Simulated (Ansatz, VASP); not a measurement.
## One calculation of Si3N4, two programs

```
CELL_PARAMETERS angstrom
5.17194 -0.00881 0.02467
-0.00971 4.95094 0.04186
0.03395 0.02425 5.93025
ATOMIC_POSITIONS crystal
Si 0.86221 0.73732 0.79734
Si 0.20722 0.23679 0.28979
Si 0.70348 0.40503 0.52138
Si 0.35602 0.73893 0.54168
Si 0.69626 0.23533 0.03475
Si 0.36967 0.73830 0.03909
N 0.18913 0.81988 0.79320
N 0.83378 0.37714 0.79567
N 0.36527 0.38082 0.51407
N 0.87700 0.30868 0.28182
N 0.38984 0.38399 0.06887
N 0.69239 0.76779 0.54935
N 0.67510 0.88612 0.00227
N 0.24998 0.88565 0.28818
```

Alike in both runs: task single point; functional PBE; k mesh 5 × 5 × 4; occupations gaussian, width 0.02 eV; no spin polarisation.

|  | VASP | Ansatz |
| --- | --- | --- |
| version | VASP 6.6.1 | Ansatz 0.2.0 |
| potentials or method | VASP PAW PBE potentials, release 64 (Si, N), cutoff 520 eV | scalar-relativistic, plane waves, PAW |
| valence electrons in the cell | 64 | 64 |

|  | VASP | Ansatz | Ansatz less VASP |
| --- | --- | --- | --- |
| gap on the k mesh at the Fermi level (eV) | 3.67 | 3.66 | -0.005 |
| least direct gap on the mesh (eV) | 3.70 | 3.69 | -0.005 |
| rms of the force components (eV/Å) | 0.011 | 0.008 | -0.0022 |

Atom by atom the forces differ by 0.007 eV/Å (rms over components).
